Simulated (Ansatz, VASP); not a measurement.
# TiH: VASP beside Ansatz

```xyz
2
Lattice="0.0000 2.3457 1.6584 2.3457 0.0000 1.6584 2.3457 2.3457 0.0000" Properties=species:S:1:pos:R:3 pbc="T T T"
Ti    0.0000    0.0000    0.0000
H     2.3457    2.3457    1.6584
```

Alike in both runs: task single point; functional LDA; k mesh 22 × 22 × 22; occupations gaussian, width 0.15 eV; no spin polarisation.

|  | VASP | Ansatz |
| --- | --- | --- |
| version | VASP 6.6.1 | Ansatz 0.2.0 |
| potentials or method | VASP PAW LDA potentials, release 64 (Ti_sv, H), cutoff 520 eV | scalar-relativistic, plane waves, PAW |
| valence electrons in the cell | 13 | 13 |

|  | VASP | Ansatz | Ansatz less VASP |
| --- | --- | --- | --- |
| gap on the k mesh at the Fermi level (eV) | none | none | - |
| pressure (GPa) | 4.0 | 3.9 | -0.08 |
| traceless stress, the component that is largest in VASP (GPa) | 38.32 | 38.10 | -0.213 |

LDA's correlation is that of Perdew and Zunger in VASP and of Perdew and Wang (1992) in Ansatz. A gap of «none» marks a metal or a gap that the smearing closes.
